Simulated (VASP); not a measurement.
Input of a VASP 6.6.1 run:

INCAR

```
ALGO = Normal ; EDIFF = 1E-6
ENCUT = 520 ; GGA = PE
ISIF = 2 ; ISMEAR = -1
LASPH = T ; LCHARG = F
LREAL = F ; LWAVE = F
NBANDS = 26 ; NELM = 80
PREC = Accurate ; SIGMA = 0.02
```

Contents of KPOINTS:

```
k-points
0
Gamma
  12 12 7
```

The input POSCAR:

```
CdS
1.0
    4.1500000000      0.0000000000      0.0000000000
   -2.0750000000      3.5940054257      0.0000000000
    0.0000000000      0.0000000000      6.9391100000
Cd S
2 2
Direct
    0.3333333333      0.6666666667      0.0021952078
    0.6666666667      0.3333333333      0.5021952078
    0.3333333333      0.6666666667      0.3728047922
    0.6666666667      0.3333333333      0.8728047922
```

Potentials or basis: VASP PAW PBE potentials, release 64 (Cd, S).

Launch:

```console
$ cat potpaw_PBE.64/Cd/POTCAR potpaw_PBE.64/S/POTCAR > POTCAR
$ mpirun -np 1 vasp_std > vasp.out
```

Question: Predict the band gap on the k mesh.

Answer: 1.07 eV, direct.

Question: Predict the pressure.

Answer: 0.6 GPa.

Stress tensor (GPa, compression positive):
```
 1.05  0.00  0.00
 0.00  1.05  0.00
 0.00  0.00 -0.28
```

Caveat: the cell differs from its parent crystal (z stretched by +3 %, then relaxed in part). A k mesh can miss the band edges.
